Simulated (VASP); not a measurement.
Write the native input for VASP 6.6.1 that does the following.

```
Task                   : single point
Functional             : PBE
Potentials or basis    : VASP PAW PBE potentials, release 64 (Be)
Cutoff                 : 520 eV
k mesh                 : 30 × 30 × 30
Occupations            : gaussian, width 0.1 eV
Spin                   : no spin polarisation
Dipole correction      : no
Further INCAR settings : ALGO = Fast; EDIFF = 1e-06; NBANDS = 7
```

The structure of Be lies in POSCAR:

```
Be
1.0
    0.0000000000      1.5942122311      1.5942122311
    1.5942122311      0.0000000000      1.5942122311
    1.5942122311      1.5942122311      0.0000000000
Be
1
Direct
    0.0000000000      0.0000000000      0.0000000000
```

This cell differs from its parent crystal: volume scaled by 1.03.

The input as run:

INCAR

```
SYSTEM = Be
PREC = Accurate ; ENCUT = 520
EDIFF = 1E-6 ; ISMEAR = 0
SIGMA = 0.1 ; LREAL = .False.
LASPH = .True. ; NELM = 100
ALGO = Fast ; ISIF = 2
LWAVE = .False. ; LCHARG = .False.
GGA = PE ; NBANDS = 7
```

KPOINTS

```
regular mesh
0
Gamma
  30 30 30
  0 0 0
```

Potentials or basis: VASP PAW PBE potentials, release 64 (Be).

Command:

```console
$ cat potpaw_PBE.64/Be/POTCAR > POTCAR
$ mpirun -np 1 vasp_std > vasp.out
```

It gave:

* Pressure: -3.2 GPa
* Band gap on the k mesh: zero (band 1 reaches 7.94 eV, above the bottom of band 2 at 7.24 eV)

Wall time 29 s on 1 thread of AMD EPYC 9R45 (Zen 5), on a shared host, peak memory 0.11 GiB.
